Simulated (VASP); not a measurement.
# Ta (C2/c) in VASP: single point with revPBE

Aim: the single point of Ta with revPBE.

Program: VASP 6.6.1. These are calculated values, not measurements. Logs are shortened: lines on timing, memory, paths and dates and some standing lists are left out, and cuts for length are marked.

### Step 1. The cell of the first run

The typed cell holds 2 atoms: a = 5.402 Å, b = 5.402 Å, c = 3.101 Å, α = 97.79°, β = 97.79°, γ = 147.59°.

### Step 2. Single point, revPBE (21.20 Å³/atom)

INCAR

```
SYSTEM = Ta
ALGO = Normal
EDIFF = 1E-7
ENCUT = 520
GGA = RE
ISIF = 2
ISMEAR = -1
LASPH = .True.
LCHARG = .False.
LREAL = .False.
LWAVE = .False.
NBANDS = 18
NELM = 60
PREC = Accurate
SIGMA = 0.1
```

KPOINTS

```
k-points
0
Gamma
  14 14 14
  0 0 0
```

POSCAR

```
Ta
1.0
   -3.6680580166      3.6681438585      1.5074803094
    3.6681438585     -3.6680580166      1.5074803094
    1.9164808308      1.9164808308     -1.5073230899
Ta
2
Direct
    0.9999327545      0.0000672455      0.0000000000
    0.7500672455      0.2499327545      0.5000000000
```

Potentials or basis: VASP PAW PBE potentials, release 64 (Ta_pv).

Command:

```
$ cat potpaw_PBE.64/Ta_pv/POTCAR > POTCAR
$ mpirun -np 1 vasp_std > vasp.out
```

OUTCAR:

```text
SYSTEM = Ta
   EDIFF = 1E-7
   ENCUT = 520
   GGA = RE
   ISIF = 2
   ISMEAR = -1
   LASPH = .True.
   LREAL = .False.
   NELM = 60
   PREC = Accurate

 ion  position               nearest neighbor table
   1  1.000  0.000  0.000-   2 3.02   2 3.02   2 3.02   2 3.02
   2  0.750  0.250  0.500-   1 3.02   1 3.02   1 3.02   1 3.02

  LATTYP: Found a base centered monoclinic cell.
 ALAT       =     3.0149606212
 B/A-ratio  =     3.4411581083
 C/A-ratio  =     1.0286240835
 COS(beta)  =    -0.4860003415

  Lattice vectors:

 A1 = (  -3.6680580166,   3.6681438585,   1.5074803094)
 A2 = (   3.6681438585,  -3.6680580166,   1.5074803094)
 A3 = (   1.9164808308,   1.9164808308,  -1.5073230899)

Analysis of symmetry for initial positions (statically):
=====================================================================
 Subroutine PRICEL returns:
 Original cell was already a primitive cell.

 Routine SETGRP: Setting up the symmetry group for a
 base centered monoclinic supercell.

 Subroutine GETGRP returns: Found  4 space group operations
 (whereof  2 operations were pure point group operations)
 out of a pool of  4 trial point group operations.

The static configuration has the point symmetry C_2 .
 The point group associated with its full space group is C_2h.

Analysis of symmetry for dynamics (positions and initial velocities):
=====================================================================
 Subroutine PRICEL returns:
 Original cell was already a primitive cell.

 Routine SETGRP: Setting up the symmetry group for a
 base centered monoclinic supercell.

 Subroutine GETGRP returns: Found  4 space group operations
 (whereof  2 operations were pure point group operations)
 out of a pool of  4 trial point group operations.

The dynamic configuration has the point symmetry C_2 .
 The point group associated with its full space group is C_2h.

 Subroutine INISYM returns: Found  4 space group operations
 (whereof  2 operations are pure point group operations),
 and found     1 'primitive' translations

----------------------------------------------------------------------------------------

                                     Primitive cell

  volume of cell :      42.3904

  direct lattice vectors                    reciprocal lattice vectors
    -3.668058017  3.668143859  1.507480309     0.062275747  0.198586063  0.331671864
     3.668143859 -3.668058017  1.507480309     0.198586063  0.062275747  0.331671864
     1.916480831  1.916480831 -1.507323090     0.260889019  0.260889019 -0.000014856

  length of vectors
     5.402076070  5.402076070  3.101261106     0.391562151  0.391562151  0.368952789

  position of ions in fractional coordinates (direct lattice)
     0.999932755  0.000067245  0.000000000
     0.750067245  0.249932755  0.500000000

  ion indices of the primitive-cell ions
   primitive index   ion index
                 1           1
                 2           2

----------------------------------------------------------------------------------------

 KPOINTS: k-points

Automatic generation of k-mesh.
 Grid dimensions read from file:
 generate k-points for:   14   14   14

 Generating k-lattice:

  Cartesian coordinates                     Fractional coordinates (reciprocal lattice)
     0.004448268  0.014184719  0.023690847     0.071428571  0.000000000  0.000000000
     0.014184719  0.004448268  0.023690847     0.000000000  0.071428571  0.000000000
     0.018634930  0.018634930 -0.000001061     0.000000000  0.000000000  0.071428571

  Length of vectors
     0.027968725  0.027968725  0.026353771

  Shift w.r.t. Gamma in fractional coordinates (k-lattice)
     0.000000000  0.000000000  0.000000000

 Subroutine IBZKPT returns following result:
 ===========================================

 Found    744 irreducible k-points:

 Following reciprocal coordinates:
            Coordinates               Weight
  0.000000  0.000000  0.000000      1.000000
  0.071429 -0.000000  0.000000      4.000000
  0.142857 -0.000000 -0.000000      4.000000
  0.214286 -0.000000 -0.000000      4.000000
  0.285714 -0.000000  0.000000      4.000000
  0.357143 -0.000000 -0.000000      4.000000
[... 16 lines left out ...]
  0.214286  0.142857  0.000000      4.000000
  0.285714  0.142857  0.000000      4.000000
 [... further k-points ...]
   k-points           NKPTS =    744   k-points in BZ     NKDIM =    744   number of bands    NBANDS=     18
   number of dos      NEDOS =    301   number of ions     NIONS =      2
   total plane-waves  NPLWV =  38400
   dimension x,y,z NGX =    40 NGY =   40 NGZ =   24
   dimension x,y,z NGXF=    80 NGYF=   80 NGZF=   48
   ions per type =               2
   NGX,Y,Z   is equivalent  to a cutoff of  12.31, 12.31, 12.87 a.u.
   NGXF,Y,Z  is equivalent  to a cutoff of  24.62, 24.62, 25.73 a.u.
 SYSTEM =  Ta
   PREC   = accura    normal or accurate (medium, high low for compatibility)
   ISTART =      0    job   : 0-new  1-cont  2-samecut
   ICHARG =      2    charge: 1-file 2-atom 10-const
   ISPIN  =      1    spin polarized calculation?
   LNONCOLLINEAR =      F non collinear calculations
   LSORBIT =      F    spin-orbit coupling
   LASPH  =      T    aspherical Exc in radial PAW
   ENCUT  =  520.0 eV  38.22 Ry    6.18 a.u.  10.04 10.04  5.77*2*pi/ulx,y,z
   NELM   =     60;   NELMIN=  2; NELMDL= -5     # of ELM steps
   EDIFF  = 0.1E-06   stopping-criterion for ELM
   LREAL  =      F    real-space projection
   EDIFFG = 0.1E-05   stopping-criterion for IOM
   NSW    =      0    number of steps for IOM
   IBRION =     -1    ionic relax: 0-MD 1-quasi-New 2-CG
   NFREE  =      0    steps in history (QN), initial steepest desc. (CG)
   ISIF   =      2    stress and relaxation
   ISYM   =      2    0-nonsym 1-usesym 2-fastsym
   POTIM  = 0.5000    time-step for ionic-motion
   TEBEG  =    0.0;   TEEND  =   0.0 temperature during run
   PSTRESS=    0.0 pullay stress
   NELECT =      22.0000    total number of electrons
   NUPDOWN=      -1.0000    fix difference up-down
   EMIN   =  10.00;   EMAX   =-10.00  energy-range for DOS
   EFERMI =   0.00;   METHOD = LEGACY
   ISMEAR =    -1;   SIGMA  =   0.10  broadening in eV -4-tet -1-fermi 0-gaus
   EFERMI_NEDOS =   21; number of points for ismear=-14 and -15
   IALGO  =     38    algorithm
   IMIX   =      4    mixing-type and parameters
     AMIX     =   0.40;   BMIX     =  1.00
     AMIX_MAG =   1.60;   BMIX_MAG =  1.00
  volume/ion in A,a.u.               =      21.20       143.03
  Fermi-wavevector in a.u.,A,eV,Ry     =   1.315609  2.486140 23.549315  1.730826
  Thomas-Fermi vector in A             =   2.445779
   LORBIT       =      0    0 simple, 1 ext, 2 COOP (PROOUT), +10 PAW based schemes
   GGA     = RE    functional components
   LHFCALC =     F    Hartree Fock is set to
   AEXX    =    0.0000 exact exchange contribution
   IVDW    =     0    specifies the selected vdW correction
   LEPSILON=     F    determine dielectric tensor
   LRPA    =     F    only Hartree local field effects (RPA)
 non-spin polarized calculation
  energy-cutoff  :      520.00
  volume of cell :       42.39
 maximum number of plane-waves:      1157
   NGX = 21   NGY = 21   NGZ = 11

 number of electron      22.0000001 magnetization

 Free energy of the ion-electron system (eV)
  ---------------------------------------------------
  ext. energy  EPLUGINS =         0.00000000
  ---------------------------------------------------
  free energy    TOTEN  =       -22.35542489 eV

  energy without entropy =      -22.27041302  energy(sigma->0) =      -22.31291895

 E-fermi :   4.4905     XC(G=0): -11.7561

 val. band max:        4.4886938581   @ k =  -0.3571   0.2857   0.4286
 cond. band min:       4.4917204357   @ k =  -0.3571   0.2143   0.2143
 fundamental gap:      0.0030265776
 Fermi energy:         4.4904583526

 k-point     1 :       0.0000    0.0000    0.0000
  band No.  band energies     occupation
      1     -30.1143      2.00000
      2     -29.5070      2.00000
      3     -29.4224      2.00000
      4     -29.4180      2.00000
      5     -29.4137      2.00000
      6     -29.3908      2.00000
[... 10 lines left out ...]
     17       8.0512      0.00000
     18       9.5721      0.00000

 k-point     2 :       0.0714   -0.0000    0.0000
  band No.  band energies     occupation
      1     -30.1033      2.00000
      2     -29.5207      2.00000
      3     -29.4468      2.00000
      4     -29.4431      2.00000
      5     -29.4203      2.00000
      6     -29.3997      2.00000
[... 10 lines left out ...]
     17       8.3799      0.00000
     18       9.6019      0.00000

 k-point     3 :       0.1429   -0.0000   -0.0000
  band No.  band energies     occupation
      1     -30.0725      2.00000
      2     -29.5741      2.00000
      3     -29.5291      2.00000
      4     -29.4996      2.00000
      5     -29.4298      2.00000
      6     -29.4168      2.00000
[... 10 lines left out ...]
     17       8.8354      0.00000
     18       9.8355      0.00000

 k-point     4 :       0.2143   -0.0000   -0.0000
  band No.  band energies     occupation
      1     -30.0285      2.00000
      2     -29.6866      2.00000
      3     -29.6421      2.00000
      4     -29.5439      2.00000
      5     -29.4587      2.00000
      6     -29.4291      2.00000
[... 375 lines left out ...]
      4     -29.5842      2.00000
      5     -29.4796      2.00000
      6     -29.4313      2.00000
[... 10 lines left out ...]
     17       8.8477      0.00000
     18      11.3744      0.00000

 k-point    23 :       0.2143    0.1429    0.0000
  band No.  band energies     occupation
      1     -30.0061      2.00000
      2     -29.9019      2.00000
      3     -29.8548      2.00000
      4     -29.6161      2.00000
      5     -29.5078      2.00000
      6     -29.4475      2.00000
[... 10 lines left out ...]
     17       9.0811      0.00000
     18      11.6175      0.00000

 k-point    24 :       0.2857    0.1429    0.0000
  band No.  band energies     occupation
      1     -30.0562      2.00000
      2     -29.9784      2.00000
      3     -29.8386      2.00000
      4     -29.6363      2.00000
      5     -29.5309      2.00000
      6     -29.4688      2.00000
[... 10 lines left out ...]
     17       9.8198      0.00000
     18      11.4419      0.00000

 [... further k-points ...]

------------------------ aborting loop because EDIFF is reached ----------------------------------------

  FORCE on cell =-STRESS in cart. coord.  units (eV):
  Direction    XX          YY          ZZ          XY          YZ          ZX
  --------------------------------------------------------------------------------------
  -------------------------------------------------------------------------------------
  Total       -4.5550137     -4.5550137     -4.2281944     -0.1850124     -0.0004055     -0.0004055
  in kB     -172.1603550   -172.1603550   -159.8079580     -6.9926905     -0.0153271     -0.0153278
  external PRESSURE =    -168.0428893 kB  Pullay stress =       0.0000000 kB

 VOLUME and BASIS-vectors are now :
 -----------------------------------------------------------------------------
  energy-cutoff  :      520.00
  volume of cell :       42.39
      direct lattice vectors                 reciprocal lattice vectors
    -3.668058017  3.668143859  1.507480309     0.062275747  0.198586063  0.331671864
     3.668143859 -3.668058017  1.507480309     0.198586063  0.062275747  0.331671864
     1.916480831  1.916480831 -1.507323090     0.260889019  0.260889019 -0.000014856

 POSITION                                       TOTAL-FORCE (eV/Angst)
 -----------------------------------------------------------------------------------
     -3.66756      3.66765      1.50748        -0.005306      0.005306      0.000000
     -0.87626      2.79283      0.75382         0.005306     -0.005306     -0.000000
 -----------------------------------------------------------------------------------
    total drift:                               -0.000000      0.000000     -0.000000

  FREE ENERGIE OF THE ION-ELECTRON SYSTEM (eV)
  ---------------------------------------------------
  free  energy   TOTEN  =       -22.3554248873 eV

  energy  without entropy=      -22.2704130163  energy(sigma->0) =      -22.31291895
```

It took 8.8 min on 1 thread of Intel Xeon Platinum 8259CL at 2.50GHz (Skylake/Cascade Lake), shared host; peak memory 0.56 GiB.

What came out:

* Free energy: -22.3554 eV
* Pressure: -16.8 GPa
* Largest force: 0.008 eV/Å
* Band gap on the k mesh: zero (bands 11 and 12 overlap by 2.02 eV)

Forces in eV/Å, atoms in the order of the input:
```
Ta  -0.005  0.005  0.000
Ta   0.005 -0.005  0.000
```

Stress tensor (GPa, compression positive):
```
-17.22  -0.70   0.00
 -0.70 -17.22   0.00
  0.00   0.00 -15.98
```

Levels at points of the mesh, in eV from the Fermi level:
```csv
k point,band 9,band 10,band 11,band 12,band 13,band 14
"(0.00, 0.00, 0.00)",-0.24,0.23,0.30,1.35,1.35,1.46
"(0.50, 0.00, 0.00)",-2.43,-0.68,0.07,1.00,2.32,3.72
"(0.50, 0.50, 0.00)",-0.80,-0.79,0.61,0.61,1.80,1.80
"(0.00, 0.00, 0.50)",-1.43,-1.43,-0.85,-0.85,3.30,3.30
"(0.50, 0.00, 0.50)",-2.43,-0.69,0.07,1.00,2.32,3.71
"(0.50, 0.50, 0.50)",-1.62,-1.62,1.15,1.15,2.69,2.69
```

Caveat: the cell stands under tension; the PAW data sets were made with another functional, which shifts forces and pressure a little; spin-orbit coupling is left out, which moves the levels of the heavy elements.
